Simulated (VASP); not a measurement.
# HfO3 (P-6m2) in VASP: notebook, part 2 of 2

VASP 6.6.1. Earlier steps stand in the parts before.

## (5) Relaxation of cell and atoms, PBE

Contents of INCAR:

```
SYSTEM = HfO3
ALGO = Normal ; EDIFF = 1E-6
EDIFFG = -0.04 ; ENCUT = 600
GGA = PE ; IBRION = 2
ISIF = 3 ; ISMEAR = 0
LASPH = .True. ; LCHARG = .False.
LREAL = .False. ; LWAVE = .False.
NELM = 100 ; NSW = 90
PREC = Accurate ; SIGMA = 0.1
```

Contents of KPOINTS:

```
k-points
0
Gamma
  6 6 2
  0 0 0
```

Contents of POSCAR:

```
HfO3
1.0
    2.5125884400      0.0000000000      0.0000000000
   -1.2562942200      2.1759654200      0.0000000000
    0.0000000000      0.0000000000      7.7142373200
Hf O
1 3
Direct
    0.0000000000      0.0000000000      0.0000000000
    0.0000000000      0.0000000000      0.5000000000
    0.3333333300      0.6666666700      0.2531949900
    0.3333333300      0.6666666700      0.7468050100
```

Potentials or basis: VASP PAW PBE potentials, release 64 (Hf_pv, O).

Started as:

```bash
$ cat potpaw_PBE.64/Hf_pv/POTCAR potpaw_PBE.64/O/POTCAR > POTCAR
$ mpirun -np 1 vasp_std > vasp.out
```

OUTCAR:

```text
SYSTEM = HfO3
   EDIFF = 1E-6
   EDIFFG = -0.04
   ENCUT = 600
   GGA = PE
   IBRION = 2
   ISIF = 3
   ISMEAR = 0
   LASPH = .True.
   LREAL = .False.
   NELM = 100
   NSW = 90
   PREC = Accurate

 ion  position               nearest neighbor table
   1  0.000  0.000  0.000-   3 2.43   4 2.43   3 2.43   4 2.43   3 2.43   4 2.43
   2  0.000  0.000  0.500-
   3  0.333  0.667  0.253-   1 2.43   1 2.43   1 2.43
   4  0.333  0.667  0.747-   1 2.43   1 2.43   1 2.43

  LATTYP: Found a hexagonal cell.
 ALAT       =     2.5125884400
 C/A-ratio  =     3.0702351397

  Lattice vectors:

 A1 = (   2.5125884400,   0.0000000000,   0.0000000000)
 A2 = (  -1.2562942200,   2.1759654200,   0.0000000000)
 A3 = (   0.0000000000,   0.0000000000,   7.7142373200)

Analysis of symmetry for initial positions (statically):
=====================================================================
 Subroutine PRICEL returns:
 Original cell was already a primitive cell.

 Routine SETGRP: Setting up the symmetry group for a
 hexagonal supercell.

 Subroutine GETGRP returns: Found 12 space group operations
 (whereof 12 operations were pure point group operations)
 out of a pool of 24 trial point group operations.

The static configuration has the point symmetry D_3h.

Analysis of symmetry for dynamics (positions and initial velocities):
=====================================================================
 Subroutine PRICEL returns:
 Original cell was already a primitive cell.

 Routine SETGRP: Setting up the symmetry group for a
 hexagonal supercell.

 Subroutine GETGRP returns: Found 12 space group operations
 (whereof 12 operations were pure point group operations)
 out of a pool of 24 trial point group operations.

The dynamic configuration has the point symmetry D_3h.

 Subroutine INISYM returns: Found 12 space group operations
 (whereof 12 operations are pure point group operations),
 and found     1 'primitive' translations

----------------------------------------------------------------------------------------

                                     Primitive cell

  volume of cell :      42.1761

  direct lattice vectors                    reciprocal lattice vectors
     2.512588440  0.000000000  0.000000000     0.397995941  0.229783063  0.000000000
    -1.256294220  2.175965420  0.000000000     0.000000000  0.459566127  0.000000000
     0.000000000  0.000000000  7.714237320     0.000000000  0.000000000  0.129630443

  length of vectors
     2.512588440  2.512588441  7.714237320     0.459566127  0.459566127  0.129630443

  position of ions in fractional coordinates (direct lattice)
     0.000000000  0.000000000  0.000000000
     0.000000000  0.000000000  0.500000000
     0.333333330  0.666666670  0.253194990
     0.333333330  0.666666670  0.746805010

  ion indices of the primitive-cell ions
   primitive index   ion index
                 1           1
                 2           2
                 3           3
                 4           4
[... 44 lines left out ...]
   number of dos      NEDOS =    301   number of ions     NIONS =      4
   total plane-waves  NPLWV =  25600
   dimension x,y,z NGX =    20 NGY =   20 NGZ =   64
   dimension x,y,z NGXF=    40 NGYF=   40 NGZF=  128
   ions per type =               1   3
   NGX,Y,Z   is equivalent  to a cutoff of  13.23, 13.23, 13.79 a.u.
   NGXF,Y,Z  is equivalent  to a cutoff of  26.47, 26.47, 27.58 a.u.
 SYSTEM =  HfO3
   PREC   = accura    normal or accurate (medium, high low for compatibility)
   ISTART =      0    job   : 0-new  1-cont  2-samecut
   ICHARG =      2    charge: 1-file 2-atom 10-const
   ISPIN  =      1    spin polarized calculation?
   LNONCOLLINEAR =      F non collinear calculations
   LSORBIT =      F    spin-orbit coupling
   LASPH  =      T    aspherical Exc in radial PAW
   ENCUT  =  600.0 eV  44.10 Ry    6.64 a.u.   5.02  5.02 15.41*2*pi/ulx,y,z
   NELM   =    100;   NELMIN=  2; NELMDL= -5     # of ELM steps
   EDIFF  = 0.1E-05   stopping-criterion for ELM
   LREAL  =      F    real-space projection
   EDIFFG = -.4E-01   stopping-criterion for IOM
   NSW    =     90    number of steps for IOM
   IBRION =      2    ionic relax: 0-MD 1-quasi-New 2-CG
   NFREE  =      1    steps in history (QN), initial steepest desc. (CG)
   ISIF   =      3    stress and relaxation
   ISYM   =      2    0-nonsym 1-usesym 2-fastsym
   POTIM  = 0.5000    time-step for ionic-motion
   TEBEG  =    0.0;   TEEND  =   0.0 temperature during run
   PSTRESS=    0.0 pullay stress
   NELECT =      28.0000    total number of electrons
   NUPDOWN=      -1.0000    fix difference up-down
   EMIN   =  10.00;   EMAX   =-10.00  energy-range for DOS
   EFERMI =   0.00;   METHOD = LEGACY
   ISMEAR =     0;   SIGMA  =   0.10  broadening in eV -4-tet -1-fermi 0-gaus
   EFERMI_NEDOS =   21; number of points for ismear=-14 and -15
   IALGO  =     38    algorithm
   IMIX   =      4    mixing-type and parameters
     AMIX     =   0.40;   BMIX     =  1.00
     AMIX_MAG =   1.60;   BMIX_MAG =  1.00
  volume/ion in A,a.u.               =      10.54        71.15
  Fermi-wavevector in a.u.,A,eV,Ry     =   1.428144  2.698801 27.750386  2.039596
  Thomas-Fermi vector in A             =   2.548238
   LORBIT       =      0    0 simple, 1 ext, 2 COOP (PROOUT), +10 PAW based schemes
   GGA     = PE    functional components
   LHFCALC =     F    Hartree Fock is set to
   AEXX    =    0.0000 exact exchange contribution
   IVDW    =     0    specifies the selected vdW correction
   LEPSILON=     F    determine dielectric tensor
   LRPA    =     F    only Hartree local field effects (RPA)
 conjugate gradient relaxation of ions
 non-spin polarized calculation
 Gauss-broadening in eV      SIGMA  =   0.10
  energy-cutoff  :      600.00
  volume of cell :       42.18
 maximum number of plane-waves:      1434
 NGX is ok and might be reduce to    20
   NGX =  9   NGY =  9   NGZ = 31

--------------------------------------- Ionic step        1  -------------------------------------------

 number of electron      27.9999999 magnetization

 Free energy of the ion-electron system (eV)
  ---------------------------------------------------
  ext. energy  EPLUGINS =         0.00000000
  ---------------------------------------------------
  free energy    TOTEN  =       -19.53920056 eV

  energy without entropy =      -19.49940181  energy(sigma->0) =      -19.51930119

------------------------ aborting loop because EDIFF is reached ----------------------------------------

  FORCE on cell =-STRESS in cart. coord.  units (eV):
  Direction    XX          YY          ZZ          XY          YZ          ZX
  --------------------------------------------------------------------------------------
  -------------------------------------------------------------------------------------
  Total       13.6407949     13.6407949    -13.7792155      0.0000000      0.0000000      0.0000000
  in kB      518.1839045    518.1839053   -523.4421999      0.0000000      0.0000000      0.0000000
  external PRESSURE =     170.9752033 kB  Pullay stress =       0.0000000 kB
[... 95 lines left out ...]
  FREE ENERGIE OF THE ION-ELECTRON SYSTEM (eV)
  ---------------------------------------------------
  free  energy   TOTEN  =       -29.0947594868 eV

  energy  without entropy=      -29.0537645869  energy(sigma->0) =      -29.07426204

 E-fermi :   2.1435     XC(G=0): -10.6962

 val. band max:        2.1400365926   @ k =   0.5000   0.0000   0.0000
 cond. band min:       2.1894511349   @ k =   0.5000   0.0000   0.5000
 fundamental gap:      0.0494145423
 Fermi energy:         2.1434815236

 k-point     1 :       0.0000    0.0000    0.0000
  band No.  band energies     occupation
      1     -28.6960      2.00000
      2     -28.5836      2.00000
      3     -28.5836      2.00000
      4     -16.9607      2.00000
      5     -14.7071      2.00000
      6     -13.4962      2.00000
[... 271 lines left out ...]
      5     -15.1862      2.00000
      6     -13.4495      2.00000
[... 10 lines left out ...]
     17       7.4777      0.00000
     18       7.9955      0.00000

[... ionic steps 4 to 11 ...]

--------------------------------------- Ionic step       12  -------------------------------------------

 number of electron      27.9999998 magnetization

------------------------ aborting loop because EDIFF is reached ----------------------------------------
[... 71 lines left out ...]
--------------------------------------- Ionic step       14  -------------------------------------------

 number of electron      27.9999998 magnetization

 Free energy of the ion-electron system (eV)
  ---------------------------------------------------
  ext. energy  EPLUGINS =         0.00000000
  ---------------------------------------------------
  free energy    TOTEN  =       -29.70147475 eV

  energy without entropy =      -29.67765121  energy(sigma->0) =      -29.68956298

 E-fermi :   3.5095     XC(G=0): -11.2720

 val. band max:        3.5081650934   @ k =   0.1667   0.0000   0.5000
 cond. band min:       3.5137480960   @ k =   0.1667   0.1667   0.5000
 fundamental gap:      0.0055830027
 Fermi energy:         3.5095347931

 k-point     1 :       0.0000    0.0000    0.0000
  band No.  band energies     occupation
      1     -27.3079      2.00000
      2     -27.2921      2.00000
      3     -27.2921      2.00000
      4     -16.8644      2.00000
      5     -13.5480      2.00000
      6     -12.5879      2.00000
[... 314 lines left out ...]
  FREE ENERGIE OF THE ION-ELECTRON SYSTEM (eV)
  ---------------------------------------------------
  free  energy   TOTEN  =       -29.7014747453 eV

  energy  without entropy=      -29.6776512055  energy(sigma->0) =      -29.68956298

 reached required accuracy - stopping structural energy minimisation
```

CONTCAR:

```text
HfO3
   1.00000000000000
     3.2807885612388503   -0.0000000000000000    0.0000000000000000
    -1.6403942806194252    2.8412462417022413   -0.0000000000000000
    -0.0000000000000000    0.0000000000000000    4.7571107676788387
  Hf              O
     1     3
Direct
     0.0000000000000000    0.0000000000000000    0.0000000000000000
     0.0000000000000000    0.0000000000000000    0.5000000000000000
     0.3333333300000021    0.6666666699999979    0.2099354053713498
     0.3333333300000021    0.6666666699999979    0.7900645946286502

  0.00000000E+00  0.00000000E+00  0.00000000E+00
  0.00000000E+00  0.00000000E+00  0.00000000E+00
  0.00000000E+00  0.00000000E+00  0.00000000E+00
  0.00000000E+00  0.00000000E+00  0.00000000E+00
```

It took 1.7 min on 1 thread of Intel Xeon Platinum 8559C (Emerald Rapids), shared host; peak memory 0.18 GiB.

What came out:

* Free energy: -29.7015 eV
* Relaxed volume: 11.09 Å³/atom
* Relaxed cell: a = 3.281 Å, b = 3.281 Å, c = 4.757 Å, α = 90.00°, β = 90.00°, γ = 120.00°
* Space group after relaxing (to 0.05 Å): P-6m2 (No. 187)
* Energy gained by relaxing: 2540.6 meV/atom
* Ionic steps: 14
* Pressure after relaxing: 0.1 GPa
* Band gap on the k mesh: zero (band 14 reaches 3.62 eV, above the bottom of band 15 at 3.36 eV)

Forces in eV/Å, atoms in the order of the input:
```
Hf   0.000  0.000  0.000
O    0.000  0.000  0.000
O    0.000  0.000  0.002
O    0.000  0.000 -0.002
```

Step by step:
```tsv
step	energy change (eV)	largest force (eV/Å)	pressure (GPa)	volume (Å³)
1	0.0000	3.4562	17.10	42.18
2	-7.1070	4.7991	-6.17	47.69
3	-9.5556	2.5002	-14.21	49.50
4	-9.8202	1.4751	-16.39	49.70
5	-9.2856	4.7055	36.31	40.91
6	-10.1015	0.2252	-2.54	46.27
7	-10.1045	0.4240	-1.10	45.98
8	-10.1046	0.4745	-0.64	45.91
9	-10.1336	0.2237	0.17	45.22
10	-10.1503	0.1730	1.97	44.15
11	-10.1565	0.3060	-2.71	44.72
12	-10.1592	0.2597	-1.06	44.52
13	-10.1588	0.2915	1.33	44.15
14	-10.1623	0.0022	0.06	44.34
```

Final structure:
```cif
data_structure
_symmetry_space_group_name_H-M 'P 1'
_symmetry_Int_Tables_number 1
_cell_length_a 3.2808
_cell_length_b 3.2808
_cell_length_c 4.7571
_cell_angle_alpha 90.000
_cell_angle_beta 90.000
_cell_angle_gamma 120.000
_cell_volume 44.34
loop_
_atom_site_label
_atom_site_type_symbol
_atom_site_fract_x
_atom_site_fract_y
_atom_site_fract_z
_atom_site_occupancy
Hf1 Hf 0.00000 0.00000 0.00000 1
O1 O 0.00000 0.00000 0.50000 1
O2 O 0.33333 0.66667 0.20994 1
O3 O 0.33333 0.66667 0.79006 1
```

Caveat: the k points lie up to 0.66 Å⁻¹ apart in the final cell; spin-orbit coupling is left out, which moves the levels of the heavy elements.

## (6) Relaxation of cell and atoms, PBE

This run uses another cell than the first one, of 11.65 Å³/atom, 1.105 times its volume.

Contents of INCAR:

```
SYSTEM = HfO3
ALGO = Normal
EDIFF = 1E-6
EDIFFG = -0.04
ENCUT = 600
GGA = PE
IBRION = 2
ISIF = 3
ISMEAR = 0
LASPH = .TRUE.
LCHARG = .FALSE.
LREAL = .FALSE.
LWAVE = .FALSE.
NELM = 60
NSW = 90
PREC = Accurate
SIGMA = 0.1
```

Contents of KPOINTS:

```
k-points
0
G
  6 6 4
  0 0 0
```

Contents of POSCAR:

```
HfO3
1.0
    3.5971512598      0.0000000000      0.0000000000
   -1.7985756299      3.1152243722      0.0000000000
    0.0000000000      0.0000000000      4.1580858107
Hf O
1 3
Direct
    0.0000000000      0.0000000000      0.0000000000
    0.0000000000      0.0000000000      0.5000000000
    0.3333333333      0.6666666667      0.2325859278
    0.3333333333      0.6666666667      0.7674140722
```

Potentials or basis: VASP PAW PBE potentials, release 64 (Hf_pv, O).

Started as:

```bash
$ cat potpaw_PBE.64/Hf_pv/POTCAR potpaw_PBE.64/O/POTCAR > POTCAR
$ mpirun -np 1 vasp_std > vasp.out
```

OUTCAR:

```text
SYSTEM = HfO3
   EDIFF = 1E-6
   EDIFFG = -0.04
   ENCUT = 600
   GGA = PE
   IBRION = 2
   ISIF = 3
   ISMEAR = 0
   LASPH = .TRUE.
   LREAL = .FALSE.
   NELM = 60
   NSW = 90
   PREC = Accurate

 ion  position               nearest neighbor table
   1  0.000  0.000  0.000-   2 2.08   2 2.08   4 2.29   3 2.29   3 2.29   4 2.29   3 2.29   4 2.29

   2  0.000  0.000  0.500-   1 2.08   1 2.08
   3  0.333  0.667  0.233-   4 1.93   1 2.29   1 2.29   1 2.29
   4  0.333  0.667  0.767-   3 1.93   1 2.29   1 2.29   1 2.29

  LATTYP: Found a hexagonal cell.
 ALAT       =     3.5971512598
 C/A-ratio  =     1.1559385498

  Lattice vectors:

 A1 = (   3.5971512598,   0.0000000000,   0.0000000000)
 A2 = (  -1.7985756299,   3.1152243722,   0.0000000000)
 A3 = (   0.0000000000,   0.0000000000,   4.1580858107)

Analysis of symmetry for initial positions (statically):
=====================================================================
 Subroutine PRICEL returns:
 Original cell was already a primitive cell.

 Routine SETGRP: Setting up the symmetry group for a
 hexagonal supercell.

 Subroutine GETGRP returns: Found 12 space group operations
 (whereof 12 operations were pure point group operations)
 out of a pool of 24 trial point group operations.

The static configuration has the point symmetry D_3h.

Analysis of symmetry for dynamics (positions and initial velocities):
[... 268 lines left out ...]
  ---------------------------------------------------
  free  energy   TOTEN  =       -30.5855397573 eV

  energy  without entropy=      -30.5708771275  energy(sigma->0) =      -30.57820844

 E-fermi :   3.1933     XC(G=0): -10.6383

 val. band max:        3.1786572402   @ k =   0.3333  -0.0000   0.5000
 cond. band min:       3.1993015784   @ k =   0.1667   0.1667   0.5000
 fundamental gap:      0.0206443382
 Fermi energy:         3.1932794890

 k-point     1 :       0.0000    0.0000    0.0000
  band No.  band energies     occupation
      1     -28.2241      2.00000
      2     -28.2241      2.00000
      3     -27.7354      2.00000
      4     -17.7270      2.00000
      5     -13.4354      2.00000
      6     -13.0560      2.00000
[... 418 lines left out ...]
      5     -14.0337      2.00000
      6     -12.4419      2.00000
[... 10 lines left out ...]
     17       7.6152      0.00000
     18       9.1433      0.00000

[... ionic steps 4 to 14 ...]

--------------------------------------- Ionic step       15  -------------------------------------------

 number of electron      28.0000008 magnetization

------------------------ aborting loop because EDIFF is reached ----------------------------------------
[... 71 lines left out ...]
--------------------------------------- Ionic step       17  -------------------------------------------

 number of electron      28.0000008 magnetization

 Free energy of the ion-electron system (eV)
  ---------------------------------------------------
  ext. energy  EPLUGINS =         0.00000000
  ---------------------------------------------------
  free energy    TOTEN  =       -30.91614746 eV

  energy without entropy =      -30.91547964  energy(sigma->0) =      -30.91581355

 E-fermi :   3.4410     XC(G=0): -10.3406

 val. band max:        3.3386051625   @ k =   0.3333   0.3333   0.5000
 cond. band min:       3.5396918931   @ k =   0.3333   0.3333   0.5000
 fundamental gap:      0.2010867305
 Fermi energy:         3.4409737444

 k-point     1 :       0.0000    0.0000    0.0000
  band No.  band energies     occupation
      1     -28.6116      2.00000
      2     -28.6116      2.00000
      3     -27.9496      2.00000
      4     -19.7804      2.00000
      5     -13.4939      2.00000
      6     -12.6650      2.00000
[... 461 lines left out ...]
  FREE ENERGIE OF THE ION-ELECTRON SYSTEM (eV)
  ---------------------------------------------------
  free  energy   TOTEN  =       -30.9161474551 eV

  energy  without entropy=      -30.9154796366  energy(sigma->0) =      -30.91581355

 reached required accuracy - stopping structural energy minimisation
```

Run time: 2.5 min. Hardware: 1 thread of Intel Xeon Platinum 8559C (Emerald Rapids), shared host; peak memory 0.2 GiB.

Results:

```yaml
Free_energy: -30.9161 eV
Relaxed_volume: 12.71 Å³/atom
Relaxed_cell: a = 3.809 Å, b = 3.809 Å, c = 4.046 Å, α = 90.00°, β = 90.00°, γ = 120.00°
Space_group_after_relaxing_to_0.05_Å: P-6m2 (No. 187)
Energy_gained_by_relaxing: 118.7 meV/atom
Ionic_steps: 17
Pressure_after_relaxing: 0.1 GPa
Band_gap_on_the_k_mesh: 0.20 eV, direct
```

The path:
| step | energy change (eV) | largest force (eV/Å) | pressure (GPa) | volume (Å³) |
| --- | --- | --- | --- | --- |
| 1 | 0.0000 | 1.5724 | -1.91 | 46.60 |
| 2 | -0.0996 | 0.3437 | 12.44 | 45.61 |
| 3 | -0.1443 | 0.1099 | 6.36 | 45.98 |
| 4 | -0.1451 | 0.1965 | 5.65 | 46.02 |
| 5 | -0.1942 | 0.5923 | -0.99 | 48.36 |
| 6 | -0.1976 | 0.7911 | -2.48 | 48.96 |
| 7 | -0.2580 | 1.4420 | -2.49 | 49.71 |
| 8 | -0.4599 | 0.4582 | -1.25 | 52.00 |
| 9 | -0.4517 | 0.9640 | -2.24 | 51.21 |
| 10 | -0.4686 | 0.2455 | -1.74 | 51.64 |
| 11 | -0.4687 | 0.1448 | -1.68 | 51.70 |
| 12 | -0.4736 | 0.0892 | 0.21 | 50.92 |
| 13 | -0.4736 | 0.0859 | 0.31 | 50.88 |
| 14 | -0.4748 | 0.0556 | 0.04 | 50.84 |
| 15 | -0.4748 | 0.0489 | -0.01 | 50.83 |
| 16 | -0.4749 | 0.0437 | 0.15 | 50.82 |
| 17 | -0.4749 | 0.0006 | 0.06 | 50.83 |

Final structure:
```xyz
4
Lattice="3.8087 0.0000 0.0000 -1.9044 3.2985 0.0000 0.0000 0.0000 4.0458" Properties=species:S:1:pos:R:3 pbc="T T T"
Hf    0.0000    0.0000    0.0000
O     0.0000    0.0000    2.0229
O     0.0000    2.1990    0.7621
O     0.0000    2.1990    3.2837
```

Caveat: spin-orbit coupling is left out, which moves the levels of the heavy elements.

## (7) The runs side by side

```csv
task,cell,k mesh,cutoff (eV),gap on the mesh (eV),pressure (GPa),relaxed volume (Å³/atom),largest force (eV/Å)
single point,"a = 2.513, b = 2.513, c = 7.714 Å, angles 90.0, 90.0, 120.0°, 4 atoms",6 × 6 × 2,520,none,17.2,-,3.46
single point,"a = 3.597, b = 3.597, c = 4.158 Å, angles 90.0, 90.0, 120.0°, 4 atoms",6 × 6 × 2,520,none,-2.1,-,0.04
single point,"a = 3.828, b = 3.828, c = 4.058 Å, angles 90.0, 90.0, 120.0°, 4 atoms",6 × 6 × 4,520,0.21,-1.4,-,0.16
relaxation of cell and atoms,"relaxed from a = 2.513, b = 2.513, c = 7.714 Å, angles 90.0, 90.0, 120.0°, 4 atoms",6 × 6 × 2,600,none,0.1,11.09,-
relaxation of cell and atoms,"relaxed from a = 3.597, b = 3.597, c = 4.158 Å, angles 90.0, 90.0, 120.0°, 4 atoms",6 × 6 × 4,600,0.20,0.1,12.71,-
```

Alike in all rows: level PBE; potentials or basis VASP PAW PBE potentials, release 64 (Hf_pv, O); no spin polarisation; smearing gaussian 0.1 eV.

Caveats: some runs use coarse meshes; spin-orbit coupling is left out, which moves the levels of the heavy elements; forces of over 1 eV/Å act on the atoms, so gaps and moduli don't describe the material at rest (some runs).

Absolute energies hang on the potentials; compare differences alone.
